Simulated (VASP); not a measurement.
Here is a VASP 6.6.1 calculation.

The input INCAR:

```
  PREC = Accurate
  ENCUT = 600
  EDIFF = 1E-8
  ISMEAR = -1
  SIGMA = 0.05
  LREAL = False
  LASPH = True
  NELM = 60
  ALGO = Normal
  ISIF = 3
  LWAVE = False
  LCHARG = False
  GGA = PE
  IBRION = 6
  NFREE = 2
  POTIM = 0.015
  NSW = 1
```

File KPOINTS:

```
Automatic mesh
0
Gamma
  7 7 7
```

POSCAR

```
SrO
1.0
    0.0000000000      2.5663000000      2.5663000000
    2.5663000000      0.0000000000      2.5663000000
    2.5663000000      2.5663000000      0.0000000000
Sr O
1 1
Direct
    0.5000000000      0.5000000000      0.5000000000
    0.0000000000      0.0000000000      0.0000000000
```

Potentials or basis: VASP PAW PBE potentials, release 64 (Sr_sv, O).

Launch:

```sh
$ cat potpaw_PBE.64/Sr_sv/POTCAR potpaw_PBE.64/O/POTCAR > POTCAR
$ mpirun -np 1 vasp_std > vasp.out
```

(1) Predict the elastic constants C11, C12, C44.

(2) What does it give for the Voigt bulk modulus?

(3) What does it give for the highest phonon frequency at Γ, LO-TO splitting left out?

Answers

(1) 196, 48, 54 GPa.

(2) 98 GPa.

(3) 217 cm⁻¹.

Caveat: the cell is under stress, which shifts elastic constants.
